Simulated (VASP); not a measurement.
# HfO2 (P1) in VASP: single point with PBEsol

Aim: the single point of HfO2 with PBEsol.

Program: VASP 6.6.1. These are calculated values, not measurements. Logs are shortened: lines on timing, memory, paths and dates and some standing lists are left out, and cuts for length are marked.

### Step 1. The cell of the first run

The typed cell holds 18 atoms: a = 5.047 Å, b = 5.188 Å, c = 7.981 Å, α = 90.00°, β = 108.43°, γ = 90.00°.

### Step 2. Single point, PBEsol

Contents of INCAR:

```
PREC = Accurate ; ENCUT = 520
EDIFF = 1E-6 ; ISMEAR = -1
SIGMA = 0.0388 ; LREAL = Auto
LASPH = True ; NELM = 120
ALGO = Normal ; ISIF = 2
LWAVE = False ; LCHARG = False
GGA = PS ; NBANDS = 81
GGA_COMPAT = False ; ISYM = -1
```

Contents of KPOINTS:

```
explicit points
4
Reciprocal
  0.25000000   0.25000000   0.25000000 2
  0.25000000   0.25000000   0.75000000 2
  0.25000000   0.75000000   0.25000000 2
  0.25000000   0.75000000   0.75000000 2
```

Contents of POSCAR:

```
HfO2
1.0
   -3.5690090000     -3.5690090000      0.0000000000
    0.0000000000      0.0000000000      5.1878360000
   -3.5690090000      7.1380180000      0.0000000000
Hf O
6 12
Direct
    0.1758502150      0.5123224790      0.3500375034
    0.8178472885      0.4856527847      0.6666866535
    0.4846760917      0.5255777168      0.0044518427
    0.6760604975      0.0092959762      0.3403743168
    0.3445526008     -0.0042341354      0.6840850406
   -0.0148469785      0.0221336989      0.0028282361
    0.5206654471      0.7144863485      0.5110164568
    0.1435834616      0.7035870062      0.8318259588
    0.8641159680      0.6939417514      0.1674067881
    0.3300927512      0.8405319675      0.1826551852
    0.0264586986      0.8254792557      0.4982379329
    0.6408299895      0.7974606368      0.8542093898
    0.3153503769      0.3273578810      0.1698445329
    0.0019983138      0.3043469377      0.5041856157
    0.6733943045      0.2968019806      0.8437691434
    0.4896976537      0.2084262109      0.5114724190
    0.2024676878      0.2122996949      0.8503057852
    0.8036526853      0.2085006157      0.1638735944
```

Potentials or basis: VASP PAW PBE potentials, release 64 (Hf_pv, O).

Started as:

```sh
cat potpaw_PBE.64/Hf_pv/POTCAR potpaw_PBE.64/O/POTCAR > POTCAR
mpirun -np 1 vasp_std > vasp.out
```

OUTCAR:

```text
PREC = Accurate
   ENCUT = 520
   EDIFF = 1E-6
   ISMEAR = -1
   LREAL = Auto
   LASPH = True
   NELM = 120
   ISIF = 2
   GGA = PS
   ISYM = -1

 ion  position               nearest neighbor table
   1  0.176  0.512  0.350-   9 2.01  13 2.03  14 2.03   7 2.09  11 2.27  16 2.32  10 2.44  18 2.54
                             2 3.42   2 3.54   5 3.56   3 3.57   4 3.59   4 3.61   4 3.63   4 3.65
   2  0.818  0.486  0.667-   7 2.01  15 2.03  14 2.05   8 2.09  16 2.25  17 2.48  12 2.55  11 2.63
                             1 3.42   4 3.50   6 3.50   5 3.52   1 3.54   3 3.59   5 3.60   3 3.61
   3  0.485  0.526  0.004-   8 2.05  13 2.06   9 2.13  12 2.16  15 2.18  17 2.25  18 2.37  10 2.45
                             5 3.44   1 3.57   4 3.57   2 3.59   6 3.60   2 3.61   6 3.61   6 3.63
   4  0.676  0.009  0.340-  10 2.00  18 2.01  11 2.05  16 2.15  14 2.32   7 2.34   9 2.51  13 2.51
                             2 3.50   6 3.51   3 3.57   1 3.59   1 3.61   5 3.61   1 3.63   5 3.64
   5  0.345  0.996  0.684-  12 1.96  11 2.01  17 2.03  16 2.07   8 2.34  15 2.34   7 2.37  14 2.46
                             6 3.43   3 3.44   2 3.52   1 3.56   6 3.56   2 3.60   4 3.61   4 3.64
   6  0.985  0.022  0.003-  18 2.04  10 2.10  12 2.12  17 2.12  15 2.20   9 2.35  13 2.38   8 2.43
                             5 3.43   2 3.50   4 3.51   5 3.56   3 3.60   3 3.61   3 3.63   3 3.64
   7  0.521  0.714  0.511-   2 2.01   1 2.09   4 2.34   5 2.37
   8  0.144  0.704  0.832-   3 2.05   2 2.09   5 2.34   6 2.43
   9  0.864  0.694  0.167-   1 2.01   3 2.13   6 2.35   4 2.51
  10  0.330  0.841  0.183-   4 2.00   6 2.10   1 2.44   3 2.45
  11  0.026  0.825  0.498-   5 2.01   4 2.05   1 2.27   2 2.63
  12  0.641  0.797  0.854-   5 1.96   6 2.12   3 2.16   2 2.55
  13  0.315  0.327  0.170-   1 2.03   3 2.06   6 2.38   4 2.51
  14  0.002  0.304  0.504-   1 2.03   2 2.05   4 2.32   5 2.46
  15  0.673  0.297  0.844-   2 2.03   3 2.18   6 2.20   5 2.34
  16  0.490  0.208  0.511-   5 2.07   4 2.15   2 2.25   1 2.32
  17  0.202  0.212  0.850-   5 2.03   6 2.12   3 2.25   2 2.48
  18  0.804  0.209  0.164-   4 2.01   6 2.04   3 2.37   1 2.54

IMPORTANT INFORMATION: All symmetrisations will be switched off!
NOSYMM: (Re-)initialisation of all symmetry stuff for point group C_1.

----------------------------------------------------------------------------------------

                                     Primitive cell

  volume of cell :     198.2452

  direct lattice vectors                    reciprocal lattice vectors
    -3.569009000 -3.569009000  0.000000000    -0.186793215 -0.093396608  0.000000000
     0.000000000  0.000000000  5.187836000     0.000000000  0.000000000  0.192758599
    -3.569009000  7.138018000  0.000000000    -0.093396608  0.093396608  0.000000000

  length of vectors
     5.047340932  5.187836000  7.980546736     0.208841164  0.192758599  0.132082749

  position of ions in fractional coordinates (direct lattice)
     0.175850215  0.512322479  0.350037503
     0.817847288  0.485652785  0.666686654
     0.484676092  0.525577717  0.004451843
     0.676060498  0.009295976  0.340374317
     0.344552601  0.995765865  0.684085041
     0.985153021  0.022133699  0.002828236
[... 10 lines left out ...]
     0.202467688  0.212299695  0.850305785
     0.803652685  0.208500616  0.163873594

  ion indices of the primitive-cell ions
   primitive index   ion index
                 1           1
                 2           2
                 3           3
                 4           4
                 5           5
                 6           6
[... 10 lines left out ...]
                17          17
                18          18

----------------------------------------------------------------------------------------

 KPOINTS: explicit points

Read explicit list of k-points.

 Found      4 k-points:

 Following reciprocal coordinates:
            Coordinates               Weight
  0.250000  0.250000  0.250000      0.250000
  0.250000  0.250000  0.750000      0.250000
  0.250000  0.750000  0.250000      0.250000
  0.250000  0.750000  0.750000      0.250000
   k-points           NKPTS =      4   k-points in BZ     NKDIM =      4   number of bands    NBANDS=     81
   number of dos      NEDOS =    301   number of ions     NIONS =     18
   total plane-waves  NPLWV =  96000
   dimension x,y,z NGX =    40 NGY =   40 NGZ =   60
   dimension x,y,z NGXF=    80 NGYF=   80 NGZF=  120
   ions per type =               6  12
   NGX,Y,Z   is equivalent  to a cutoff of  13.17, 12.82, 12.50 a.u.
   NGXF,Y,Z  is equivalent  to a cutoff of  26.35, 25.64, 25.00 a.u.
 SYSTEM =  unknown system
   PREC   = accura    normal or accurate (medium, high low for compatibility)
   ISTART =      0    job   : 0-new  1-cont  2-samecut
   ICHARG =      2    charge: 1-file 2-atom 10-const
   ISPIN  =      1    spin polarized calculation?
   LNONCOLLINEAR =      F non collinear calculations
   LSORBIT =      F    spin-orbit coupling
   LASPH  =      T    aspherical Exc in radial PAW
   ENCUT  =  520.0 eV  38.22 Ry    6.18 a.u.   9.38  9.65 14.84*2*pi/ulx,y,z
   NELM   =    120;   NELMIN=  2; NELMDL= -5     # of ELM steps
   EDIFF  = 0.1E-05   stopping-criterion for ELM
   LREAL  =      T    real-space projection
   EDIFFG = 0.1E-04   stopping-criterion for IOM
   NSW    =      0    number of steps for IOM
   IBRION =     -1    ionic relax: 0-MD 1-quasi-New 2-CG
   NFREE  =      0    steps in history (QN), initial steepest desc. (CG)
   ISIF   =      2    stress and relaxation
   ISYM   =     -1    0-nonsym 1-usesym 2-fastsym
   POTIM  = 0.5000    time-step for ionic-motion
   TEBEG  =    0.0;   TEEND  =   0.0 temperature during run
   PSTRESS=    0.0 pullay stress
   NELECT =     132.0000    total number of electrons
   NUPDOWN=      -1.0000    fix difference up-down
   EMIN   =  10.00;   EMAX   =-10.00  energy-range for DOS
   EFERMI =   0.00;   METHOD = LEGACY
   ISMEAR =    -1;   SIGMA  =   0.04  broadening in eV -4-tet -1-fermi 0-gaus
   EFERMI_NEDOS =   21; number of points for ismear=-14 and -15
   IALGO  =     38    algorithm
   IMIX   =      4    mixing-type and parameters
     AMIX     =   0.40;   BMIX     =  1.00
     AMIX_MAG =   1.60;   BMIX_MAG =  1.00
  volume/ion in A,a.u.               =      11.01        74.32
  Fermi-wavevector in a.u.,A,eV,Ry     =   1.429547  2.701453 27.804943  2.043606
  Thomas-Fermi vector in A             =   2.549489
   LORBIT       =      0    0 simple, 1 ext, 2 COOP (PROOUT), +10 PAW based schemes
   GGA     = PS    functional components
   LHFCALC =     F    Hartree Fock is set to
   AEXX    =    0.0000 exact exchange contribution
   IVDW    =     0    specifies the selected vdW correction
   LEPSILON=     F    determine dielectric tensor
   LRPA    =     F    only Hartree local field effects (RPA)
 non-spin polarized calculation
  energy-cutoff  :      520.00
  volume of cell :      198.25
 maximum number of plane-waves:      5340
 NGX is ok and might be reduce to    40
   NGX = 19   NGY = 19   NGZ = 29

 number of electron     132.0000003 magnetization

 Free energy of the ion-electron system (eV)
  ---------------------------------------------------
  ext. energy  EPLUGINS =         0.00000000
  ---------------------------------------------------
  free energy    TOTEN  =      -189.43592172 eV

  energy without entropy =     -189.43592172  energy(sigma->0) =     -189.43592172

 E-fermi :   4.2284     XC(G=0): -12.0147

 val. band max:        3.2441993059   @ k =   0.2500   0.2500   0.2500
 cond. band min:       7.9713996428   @ k =   0.2500   0.2500   0.2500
 fundamental gap:      4.7272003368
 Fermi energy:         4.2284182189

 k-point     1 :       0.2500    0.2500    0.2500
  band No.  band energies     occupation
      1     -26.0391      2.00000
      2     -26.0150      2.00000
      3     -25.9796      2.00000
      4     -25.9041      2.00000
      5     -25.8769      2.00000
      6     -25.8360      2.00000
[... 70 lines left out ...]
     77       9.4781      0.00000
     78       9.6269      0.00000

 k-point     2 :       0.2500    0.2500    0.7500
  band No.  band energies     occupation
      1     -26.0434      2.00000
      2     -26.0152      2.00000
      3     -25.9817      2.00000
      4     -25.9341      2.00000
      5     -25.8921      2.00000
      6     -25.8025      2.00000
[... 70 lines left out ...]
     77       9.3882      0.00000
     78       9.5530      0.00000

 k-point     3 :       0.2500    0.7500    0.2500
  band No.  band energies     occupation
      1     -26.0293      2.00000
      2     -25.9942      2.00000
      3     -25.9871      2.00000
      4     -25.9546      2.00000
      5     -25.8786      2.00000
      6     -25.8558      2.00000
[... 70 lines left out ...]
     77       9.4426      0.00000
     78       9.6505      0.00000

 k-point     4 :       0.2500    0.7500    0.7500
  band No.  band energies     occupation
      1     -26.0279      2.00000
      2     -26.0044      2.00000
      3     -25.9880      2.00000
      4     -25.9558      2.00000
      5     -25.9199      2.00000
      6     -25.8319      2.00000
[... 70 lines left out ...]
     77       9.4355      0.00000
     78       9.6002      0.00000
 [bands above 78 left out]

------------------------ aborting loop because EDIFF is reached ----------------------------------------

  FORCE on cell =-STRESS in cart. coord.  units (eV):
  Direction    XX          YY          ZZ          XY          YZ          ZX
  --------------------------------------------------------------------------------------
  -------------------------------------------------------------------------------------
  Total       -0.0880549     -2.9227686     -3.2700395     -0.1065596     -2.1474054      2.0804185
  in kB       -0.7116413    -23.6212154    -26.4277875     -0.8611928    -17.3548888     16.8135144
  external PRESSURE =     -16.9202147 kB  Pullay stress =       0.0000000 kB

 VOLUME and BASIS-vectors are now :
 -----------------------------------------------------------------------------
  energy-cutoff  :      520.00
  volume of cell :      198.25
      direct lattice vectors                 reciprocal lattice vectors
    -3.569009000 -3.569009000  0.000000000    -0.186793215 -0.093396608  0.000000000
     0.000000000  0.000000000  5.187836000     0.000000000  0.000000000  0.192758599
    -3.569009000  7.138018000  0.000000000    -0.093396608  0.093396608  0.000000000

 POSITION                                       TOTAL-FORCE (eV/Angst)
 -----------------------------------------------------------------------------------
     -1.87690      1.87096      2.65785         0.201245     -0.532564      0.416702
     -5.29831      1.83992      2.51949        -0.874489     -0.184715      0.186354
     -1.74570     -1.69804      2.72661        -0.881512      0.019955     -1.180245
     -3.62767      0.01673      0.04823        -0.152730      0.369503      0.470488
     -3.67122      3.65330      5.16587         0.997028     -0.020184      0.985478
     -3.52611     -3.49583      0.11483        -0.989822      0.407677     -0.424123
[... 10 lines left out ...]
     -3.75736      5.34689      1.10138         1.036550      0.786436     -0.357208
     -3.45311     -1.69851      1.08167        -0.364484     -0.060153     -0.337113
 -----------------------------------------------------------------------------------
    total drift:                               -0.001592      0.001781     -0.005122

  FREE ENERGIE OF THE ION-ELECTRON SYSTEM (eV)
  ---------------------------------------------------
  free  energy   TOTEN  =      -189.4359217186 eV

  energy  without entropy=     -189.4359217186  energy(sigma->0) =     -189.43592172
```

Wall time 74 s (1 thread of Intel Xeon Platinum 8488C (Sapphire Rapids), shared host); peak memory 0.3 GiB.

Results:

- Free energy: -189.4359 eV
- Pressure: -1.7 GPa
- Largest force: 1.960 eV/Å
- Band gap on the k mesh: 4.73 eV

Forces on the atoms (eV/Å):
```
Hf   0.201 -0.533  0.417
Hf  -0.874 -0.185  0.186
Hf  -0.882  0.020 -1.180
Hf  -0.153  0.370  0.470
Hf   0.997 -0.020  0.985
Hf  -0.990  0.408 -0.424
O   -0.206 -0.031 -0.331
O    0.287  0.397  0.519
O    1.480  1.111  0.645
O   -0.043 -1.217 -0.839
O    0.697  0.194 -0.996
O   -0.779 -0.807  0.047
O   -0.147  0.425  0.298
O    0.518  1.047  0.490
O   -0.210 -0.771  0.299
O   -0.569 -1.133  0.108
O    1.037  0.786 -0.357
O   -0.364 -0.060 -0.337
```

Levels at points of the mesh, in eV from the valence-band top:
| k point | band 64 | band 65 | band 66 | band 67 | band 68 | band 69 |
| --- | --- | --- | --- | --- | --- | --- |
| (0.25, 0.25, 0.25) | -0.33 | -0.16 | 0.00 | 4.73 | 5.17 | 5.35 |

Caveat: the atoms stand as in a frame of molecular dynamics; the PAW data sets were made with another functional, which shifts forces and pressure a little; spin-orbit coupling is left out, which moves the levels of the heavy elements; a shifted mesh leaves out Γ, where band edges can lie. A k mesh can miss the band edges.
